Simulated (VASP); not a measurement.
# CrB3P4 (P4/mmm) in VASP: relaxation of cell and atoms with PBE

Aim: the relaxation of cell and atoms of CrB3P4 with PBE.

Program: VASP 6.6.1. These are calculated values, not measurements. Logs are shortened: lines on timing, memory, paths and dates and some standing lists are left out, and cuts for length are marked.

## 1. The cell of the first run

It takes space group P4/mmm (No. 123, tetragonal). The conventional cell has a = 4.100 Å, b = 4.100 Å, c = 6.664 Å, α = 90.00°, β = 90.00°, γ = 90.00°. Cr (site symmetry 4/mmm) has 4 B at 2.05 Å within 2.7 Å. B (site symmetry mmm) has 2 Cr at 2.05 Å and 2 B at 2.05 Å within 2.7 Å. B (site symmetry 4/mmm) has 4 B at 2.05 Å within 2.7 Å. P (site symmetry m2m) has 4 P at 2.03 to 2.07 Å within 2.7 Å.

The cell was generated, and may not be a known phase.

## 2. Relaxation of cell and atoms, PBE, collinear spin, ferromagnetic start

File INCAR:

```
SYSTEM = CrB3P4
PREC = Accurate ; ENCUT = 600
EDIFF = 1E-7 ; ISMEAR = 0
SIGMA = 0.2 ; LREAL = .FALSE.
LASPH = .TRUE. ; NELM = 150
ALGO = Normal ; ISIF = 3
LWAVE = .FALSE. ; LCHARG = .FALSE.
ISPIN = 2 ; MAGMOM = 3 0 0 0 0 0 0 0
LORBIT = 11 ; LMAXMIX = 4
GGA = PE ; IBRION = 2
NSW = 36 ; EDIFFG = -0.08
```

File KPOINTS:

```
Automatic mesh
0
G
  4 4 3
  0 0 0
```

File POSCAR:

```
CrB3P4
1.0
    4.1002883500      0.0000000000      0.0000000000
    0.0000000000      4.1002883500      0.0000000000
    0.0000000000      0.0000000000      6.6643450700
Cr B P
1 3 4
Direct
    0.5000000000      0.5000000000      0.5000000000
    0.5000000000      0.0000000000      0.5000000000
    0.0000000000      0.5000000000      0.5000000000
    0.0000000000      0.0000000000      0.5000000000
    0.7479789300      0.7479789300      0.0000000000
    0.2520210700      0.2520210700      0.0000000000
    0.2520210700      0.7479789300      0.0000000000
    0.7479789300      0.2520210700      0.0000000000
```

Potentials or basis: VASP PAW PBE potentials, release 64 (Cr_pv, B, P).

Run with:

```console
$ cat potpaw_PBE.64/Cr_pv/POTCAR potpaw_PBE.64/B/POTCAR potpaw_PBE.64/P/POTCAR > POTCAR
$ mpirun -np 1 vasp_std > vasp.out
```

OUTCAR:

```text
SYSTEM = CrB3P4
   PREC = Accurate
   ENCUT = 600
   EDIFF = 1E-7
   ISMEAR = 0
   LREAL = .FALSE.
   LASPH = .TRUE.
   NELM = 150
   ISIF = 3
   ISPIN = 2
   LORBIT = 11
   GGA = PE
   IBRION = 2
   NSW = 36
   EDIFFG = -0.08

 ion  position               nearest neighbor table
   1  0.500  0.500  0.500-   2 2.05   3 2.05   2 2.05   3 2.05
   2  0.500  0.000  0.500-   1 2.05   4 2.05   1 2.05   4 2.05
   3  0.000  0.500  0.500-   1 2.05   4 2.05   4 2.05   1 2.05
   4  0.000  0.000  0.500-   2 2.05   3 2.05   3 2.05   2 2.05
   5  0.748  0.748  0.000-   7 2.03   8 2.03   7 2.07   8 2.07   6 2.88   6 2.90   6 2.90   6 2.92

   6  0.252  0.252  0.000-   7 2.03   8 2.03   7 2.07   8 2.07   5 2.88   5 2.90   5 2.90   5 2.92

   7  0.252  0.748  0.000-   5 2.03   6 2.03   6 2.07   5 2.07   8 2.88   8 2.90   8 2.90   8 2.92

   8  0.748  0.252  0.000-   5 2.03   6 2.03   6 2.07   5 2.07   7 2.88   7 2.90   7 2.90   7 2.92

  LATTYP: Found a simple tetragonal cell.
 ALAT       =     4.1002883500
 C/A-ratio  =     1.6253357084

  Lattice vectors:

 A1 = (   4.1002883500,   0.0000000000,   0.0000000000)
 A2 = (   0.0000000000,   4.1002883500,   0.0000000000)
 A3 = (   0.0000000000,   0.0000000000,   6.6643450700)

Analysis of symmetry for initial positions (statically):
=====================================================================
 Subroutine PRICEL returns:
 Original cell was already a primitive cell.

 Routine SETGRP: Setting up the symmetry group for a
 simple tetragonal supercell.

 Subroutine GETGRP returns: Found 16 space group operations
 (whereof 16 operations were pure point group operations)
 out of a pool of 16 trial point group operations.

The static configuration has the point symmetry D_4h.

Analysis of symmetry for dynamics (positions and initial velocities):
=====================================================================
 Subroutine PRICEL returns:
 Original cell was already a primitive cell.

 Routine SETGRP: Setting up the symmetry group for a
 simple tetragonal supercell.

 Subroutine GETGRP returns: Found 16 space group operations
 (whereof 16 operations were pure point group operations)
 out of a pool of 16 trial point group operations.

The dynamic configuration has the point symmetry D_4h.

Analysis of structural, dynamic, and magnetic symmetry:
=====================================================================
 Subroutine PRICEL returns:
 Original cell was already a primitive cell.

 Routine SETGRP: Setting up the symmetry group for a
 simple tetragonal supercell.

 Subroutine GETGRP returns: Found 16 space group operations
 (whereof 16 operations were pure point group operations)
 out of a pool of 16 trial point group operations.

The overall configuration has the point symmetry D_4h.

 Subroutine INISYM returns: Found 16 space group operations
 (whereof 16 operations are pure point group operations),
 and found     1 'primitive' translations

----------------------------------------------------------------------------------------

                                     Primitive cell

  volume of cell :     112.0434

  direct lattice vectors                    reciprocal lattice vectors
     4.100288350  0.000000000  0.000000000     0.243885287  0.000000000  0.000000000
     0.000000000  4.100288350  0.000000000     0.000000000  0.243885287  0.000000000
     0.000000000  0.000000000  6.664345070     0.000000000  0.000000000  0.150052254

  length of vectors
     4.100288350  4.100288350  6.664345070     0.243885287  0.243885287  0.150052254

  position of ions in fractional coordinates (direct lattice)
     0.500000000  0.500000000  0.500000000
     0.500000000  0.000000000  0.500000000
     0.000000000  0.500000000  0.500000000
     0.000000000  0.000000000  0.500000000
     0.747978930  0.747978930  0.000000000
     0.252021070  0.252021070  0.000000000
     0.252021070  0.747978930  0.000000000
     0.747978930  0.252021070  0.000000000

  ion indices of the primitive-cell ions
   primitive index   ion index
                 1           1
                 2           2
                 3           3
                 4           4
                 5           5
                 6           6
                 7           7
                 8           8

----------------------------------------------------------------------------------------

 KPOINTS: Automatic mesh

Automatic generation of k-mesh.
 Grid dimensions read from file:
 generate k-points for:    4    4    3

 Generating k-lattice:

  Cartesian coordinates                     Fractional coordinates (reciprocal lattice)
     0.060971322  0.000000000  0.000000000     0.250000000  0.000000000  0.000000000
     0.000000000  0.060971322  0.000000000     0.000000000  0.250000000  0.000000000
     0.000000000  0.000000000  0.050017418     0.000000000  0.000000000  0.333333333

  Length of vectors
     0.060971322  0.060971322  0.050017418

  Shift w.r.t. Gamma in fractional coordinates (k-lattice)
     0.000000000  0.000000000  0.000000000

 Subroutine IBZKPT returns following result:
 ===========================================

 Found     12 irreducible k-points:

 Following reciprocal coordinates:
            Coordinates               Weight
  0.000000  0.000000  0.000000      1.000000
  0.250000  0.000000  0.000000      4.000000
  0.500000  0.000000  0.000000      2.000000
  0.250000  0.250000  0.000000      4.000000
  0.500000  0.250000  0.000000      4.000000
  0.500000  0.500000  0.000000      1.000000
  0.000000  0.000000  0.333333      2.000000
  0.250000  0.000000  0.333333      8.000000
  0.500000  0.000000  0.333333      4.000000
  0.250000  0.250000  0.333333      8.000000
  0.500000  0.250000  0.333333      8.000000
  0.500000  0.500000  0.333333      2.000000
   k-points           NKPTS =     12   k-points in BZ     NKDIM =     12   number of bands    NBANDS=     27
   number of dos      NEDOS =    301   number of ions     NIONS =      8
   total plane-waves  NPLWV =  69984
   dimension x,y,z NGX =    36 NGY =   36 NGZ =   54
   dimension x,y,z NGXF=    72 NGYF=   72 NGZF=  108
   ions per type =               1   3   4
   NGX,Y,Z   is equivalent  to a cutoff of  14.60, 14.60, 13.47 a.u.
   NGXF,Y,Z  is equivalent  to a cutoff of  29.19, 29.19, 26.94 a.u.
 SYSTEM =  CrB3P4
   PREC   = accura    normal or accurate (medium, high low for compatibility)
   ISTART =      0    job   : 0-new  1-cont  2-samecut
   ICHARG =      2    charge: 1-file 2-atom 10-const
   ISPIN  =      2    spin polarized calculation?
   LNONCOLLINEAR =      F non collinear calculations
   LSORBIT =      F    spin-orbit coupling
   LASPH  =      T    aspherical Exc in radial PAW
   ENCUT  =  600.0 eV  44.10 Ry    6.64 a.u.   8.19  8.19 13.31*2*pi/ulx,y,z
   NELM   =    150;   NELMIN=  2; NELMDL= -5     # of ELM steps
   EDIFF  = 0.1E-06   stopping-criterion for ELM
   LREAL  =      F    real-space projection
   EDIFFG = -.8E-01   stopping-criterion for IOM
   NSW    =     36    number of steps for IOM
   IBRION =      2    ionic relax: 0-MD 1-quasi-New 2-CG
   NFREE  =      1    steps in history (QN), initial steepest desc. (CG)
   ISIF   =      3    stress and relaxation
   ISYM   =      2    0-nonsym 1-usesym 2-fastsym
   POTIM  = 0.5000    time-step for ionic-motion
   TEBEG  =    0.0;   TEEND  =   0.0 temperature during run
   PSTRESS=    0.0 pullay stress
   NELECT =      41.0000    total number of electrons
   NUPDOWN=      -1.0000    fix difference up-down
   EMIN   =  10.00;   EMAX   =-10.00  energy-range for DOS
   EFERMI =   0.00;   METHOD = LEGACY
   ISMEAR =     0;   SIGMA  =   0.20  broadening in eV -4-tet -1-fermi 0-gaus
   EFERMI_NEDOS =   21; number of points for ismear=-14 and -15
   IALGO  =     38    algorithm
   IMIX   =      4    mixing-type and parameters
     AMIX     =   0.40;   BMIX     =  1.00
     AMIX_MAG =   1.60;   BMIX_MAG =  1.00
  volume/ion in A,a.u.               =      14.01        94.51
  Fermi-wavevector in a.u.,A,eV,Ry     =   1.170956  2.212787 18.655474  1.371139
  Thomas-Fermi vector in A             =   2.307407
   LORBIT       =     11    0 simple, 1 ext, 2 COOP (PROOUT), +10 PAW based schemes
   GGA     = PE    functional components
   LHFCALC =     F    Hartree Fock is set to
   AEXX    =    0.0000 exact exchange contribution
   IVDW    =     0    specifies the selected vdW correction
   LEPSILON=     F    determine dielectric tensor
   LRPA    =     F    only Hartree local field effects (RPA)
 conjugate gradient relaxation of ions
 spin polarized calculation
 Gauss-broadening in eV      SIGMA  =   0.20
  energy-cutoff  :      600.00
  volume of cell :      112.04
 maximum number of plane-waves:      3768
 NGX is ok and might be reduce to    36
   NGX = 17   NGY = 17   NGZ = 27

--------------------------------------- Ionic step        1  -------------------------------------------

 number of electron      41.0000000 magnetization       2.6953095

 Free energy of the ion-electron system (eV)
  ---------------------------------------------------
  ext. energy  EPLUGINS =         0.00000000
  ---------------------------------------------------
  free energy    TOTEN  =       -39.08346348 eV

  energy without entropy =      -38.92578118  energy(sigma->0) =      -39.00462233

------------------------ aborting loop because EDIFF is reached ----------------------------------------

  FORCE on cell =-STRESS in cart. coord.  units (eV):
  Direction    XX          YY          ZZ          XY          YZ          ZX
  --------------------------------------------------------------------------------------
  -------------------------------------------------------------------------------------
  Total       18.4911307     18.4911307     -0.5630198      0.0000000      0.0000000      0.0000000
  in kB      264.4160274    264.4160274     -8.0509651      0.0000000      0.0000000      0.0000000
  external PRESSURE =     173.5936966 kB  Pullay stress =       0.0000000 kB
[... 29 lines left out ...]
--------------------------------------- Ionic step        2  -------------------------------------------

 number of electron      40.9999992 magnetization       2.8705282

 E-fermi :   4.4374     XC(G=0):  -9.7678

 val. band max:        4.4344501446   @ k =   0.5000   0.0000   0.3333
 cond. band min:       4.4723001400   @ k =   0.0000   0.0000   0.0000
 fundamental gap:      0.0378499954
 Fermi energy:         4.4373999520

 spin component 1

 k-point     1 :       0.0000    0.0000    0.0000
  band No.  band energies     occupation
      1     -39.4626      1.00000
      2     -39.2050      1.00000
      3     -39.2050      1.00000
      4     -10.7417      1.00000
      5      -4.9025      1.00000
      6      -4.9025      1.00000
[... 789 lines left out ...]
  FREE ENERGIE OF THE ION-ELECTRON SYSTEM (eV)
  ---------------------------------------------------
  free  energy   TOTEN  =       -40.1364625663 eV

  energy  without entropy=      -40.0022430649  energy(sigma->0) =      -40.06935282

 E-fermi :   9.6644     XC(G=0): -11.9325

 val. band max:        9.6627771956   @ k =   0.5000   0.2500   0.0000
 cond. band min:       9.6931826017   @ k =   0.0000   0.0000   0.0000
 fundamental gap:      0.0304054061
 Fermi energy:         9.6643641405

 spin component 1

 k-point     1 :       0.0000    0.0000    0.0000
  band No.  band energies     occupation
      1     -34.2505      1.00000
      2     -34.1357      1.00000
      3     -34.1357      1.00000
      4      -7.7472      1.00000
      5      -1.1849      1.00000
      6      -1.1849      1.00000
[... 712 lines left out ...]
     26      12.0682      0.00000
     27      13.4189      0.00000

[... ionic steps 4 to 31 ...]

--------------------------------------- Ionic step       32  -------------------------------------------

 number of electron      41.0000003 magnetization       0.0000089

------------------------ aborting loop because EDIFF is reached ----------------------------------------
[... 79 lines left out ...]
--------------------------------------- Ionic step       34  -------------------------------------------

 number of electron      41.0000003 magnetization       0.0000047

 Free energy of the ion-electron system (eV)
  ---------------------------------------------------
  ext. energy  EPLUGINS =         0.00000000
  ---------------------------------------------------
  free energy    TOTEN  =       -42.34227268 eV

  energy without entropy =      -42.27137897  energy(sigma->0) =      -42.30682582

 E-fermi :  11.2244     XC(G=0): -12.4096

 val. band max:       11.1688668418   @ k =   0.5000   0.2500   0.3333
 cond. band min:      11.3468640935   @ k =   0.2500   0.0000   0.0000
 fundamental gap:      0.1779972517
 Fermi energy:        11.2244181748

 spin component 1

 k-point     1 :       0.0000    0.0000    0.0000
  band No.  band energies     occupation
      1     -32.0561      1.00000
      2     -32.0561      1.00000
      3     -31.9888      1.00000
      4      -6.4302      1.00000
      5      -1.1646      1.00000
      6      -1.1646      1.00000
[... 747 lines left out ...]
  FREE ENERGIE OF THE ION-ELECTRON SYSTEM (eV)
  ---------------------------------------------------
  free  energy   TOTEN  =       -42.3422726831 eV

  energy  without entropy=      -42.2713789669  energy(sigma->0) =      -42.30682582

 reached required accuracy - stopping structural energy minimisation

 total charge

# of ion       s       p       d       tot
------------------------------------------
    1        0.298   6.293   4.387  10.977
    2        0.710   0.853   0.000   1.563
    3        0.710   0.853   0.000   1.563
    4        0.753   0.819   0.000   1.573
    5        1.107   1.245   0.000   2.352
    6        1.107   1.245   0.000   2.352
    7        1.107   1.245   0.000   2.352
    8        1.107   1.245   0.000   2.352
--------------------------------------------------
tot          6.900  13.799   4.387  25.086

 magnetization (x)

# of ion       s       p       d       tot
------------------------------------------
    1        0.000   0.000   0.000   0.000
    2       -0.000  -0.000   0.000  -0.000
    3       -0.000  -0.000   0.000  -0.000
    4       -0.000   0.000   0.000   0.000
    5        0.000  -0.000   0.000  -0.000
    6        0.000  -0.000   0.000  -0.000
    7        0.000  -0.000   0.000  -0.000
    8        0.000  -0.000   0.000  -0.000
--------------------------------------------------
tot         -0.000  -0.000   0.000   0.000
```

Run time: 52 min. Hardware: 1 thread of Intel Xeon Platinum 8488C (Sapphire Rapids), shared host; peak memory 0.37 GiB.

Results:

* Free energy: -42.3423 eV
* Relaxed volume: 10.30 Å³/atom
* Relaxed cell: a = 4.808 Å, b = 4.808 Å, c = 3.563 Å, α = 90.00°, β = 90.00°, γ = 90.00°
* Space group after relaxing (to 0.1 Å): P4/mmm (No. 123)
* Energy gained by relaxing: 407.4 meV/atom
* Ionic steps: 34
* Pressure after relaxing: 0.1 GPa
* Largest force after relaxing: 0.079 eV/Å
* Net moment: 0.00 μB per cell
* Valence electrons inside the program's atomic spheres: Cr 10.98; B 1.56, 1.57 (each value once); P 2.35

Forces in eV/Å, atoms in the order of the input:
```
Cr   0.000  0.000  0.000
B    0.000  0.000  0.000
B    0.000  0.000  0.000
B    0.000  0.000  0.000
P   -0.056 -0.056  0.000
P    0.056  0.056  0.000
P    0.056 -0.056  0.000
P   -0.056  0.056  0.000
```

Stress tensor (GPa, compression positive):
```
0.05 0.00 0.00
0.00 0.05 0.00
0.00 0.00 0.22
```

Step by step:
```csv
step,energy change (eV),largest force (eV/Å),pressure (GPa),volume (Å³)
1,0.0000,0.5708,17.36,112.04
2,-0.5159,0.1118,-10.29,137.95
3,-1.0530,0.1459,-1.27,126.03
4,-1.0528,0.1527,-0.98,125.74
5,-1.0935,0.0621,-0.98,124.11
6,-1.2256,0.5472,-0.78,119.19
7,-1.3238,2.2602,0.97,109.27
8,-1.3363,1.4564,-0.09,113.52
9,-1.3425,1.6341,0.11,112.53
10,-1.3488,1.6519,0.11,112.30
11,-1.3669,1.7065,0.10,111.59
12,-1.3986,1.8239,0.10,110.19
13,-1.4471,2.0982,0.18,107.35
14,-1.5381,2.5643,1.62,101.60
15,-2.1478,2.8372,7.02,89.78
16,-0.4287,1.6506,61.39,64.81
17,-2.2636,2.8726,8.64,86.09
18,-2.0898,2.2215,22.54,75.61
19,-2.2948,2.5229,14.61,80.23
20,-2.3434,2.7943,11.16,83.17
21,-2.4339,2.3780,11.70,81.81
22,-2.4709,1.9930,12.37,80.53
23,-2.5247,1.3072,15.32,77.90
24,-2.5109,0.0789,26.61,72.31
25,-2.5822,1.0464,17.37,76.37
26,-2.6360,0.6204,21.21,74.37
27,-2.8180,0.3175,18.13,75.18
28,-3.0959,0.4022,10.23,77.55
29,-3.1088,0.5342,8.50,78.18
30,-3.1667,0.3886,6.55,79.04
31,-3.2549,0.0111,1.41,81.62
32,-3.2582,0.0963,0.37,82.21
33,-3.2582,0.1079,0.23,82.30
34,-3.2588,0.0792,0.11,82.36
```

Final structure:
```cif
data_structure
_symmetry_space_group_name_H-M 'P 1'
_symmetry_Int_Tables_number 1
_cell_length_a 4.8076
_cell_length_b 4.8076
_cell_length_c 3.5635
_cell_angle_alpha 90.000
_cell_angle_beta 90.000
_cell_angle_gamma 90.000
_cell_volume 82.36
loop_
_atom_site_label
_atom_site_type_symbol
_atom_site_fract_x
_atom_site_fract_y
_atom_site_fract_z
_atom_site_occupancy
Cr1 Cr 0.50000 0.50000 0.50000 1
B1 B 0.50000 0.00000 0.50000 1
B2 B 0.00000 0.50000 0.50000 1
B3 B 0.00000 0.00000 0.50000 1
P1 P 0.76062 0.76062 0.00000 1
P2 P 0.23938 0.23938 0.00000 1
P3 P 0.23938 0.76062 0.00000 1
P4 P 0.76062 0.23938 0.00000 1
```

Levels at points of the mesh, in eV from the Fermi level:
Spin up:
```
           k point  band 18  band 19  band 20  band 21  band 22  band 23  band 24  band 25
(0.00, 0.00, 0.00)    -1.56    -0.59    -0.59    -0.08     0.39     1.20     1.20     1.31
(0.50, 0.00, 0.00)    -1.63    -0.63    -0.54    -0.17     0.44     0.65     1.01     1.06
(0.50, 0.50, 0.00)    -3.16    -3.16    -2.05    -1.30    -1.30     0.25     0.25     1.06
```
Spin down:
```
           k point  band 19  band 20  band 21  band 22  band 23  band 24
(0.00, 0.00, 0.00)    -0.59    -0.59    -0.08     0.39     1.20     1.20
(0.50, 0.00, 0.00)    -0.63    -0.53    -0.17     0.44     0.65     1.01
(0.50, 0.50, 0.00)    -3.16    -2.05    -1.30    -1.30     0.25     0.25
```

Caveat: the k points lie up to 0.59 Å⁻¹ apart in the final cell; the volume moved by over 15 % at a fixed basis, so the end points are rough; the moments typed at the start vanished in this run; the relaxation stopped at a loose force limit of 0.08 eV/Å, so its end isn't a converged minimum.
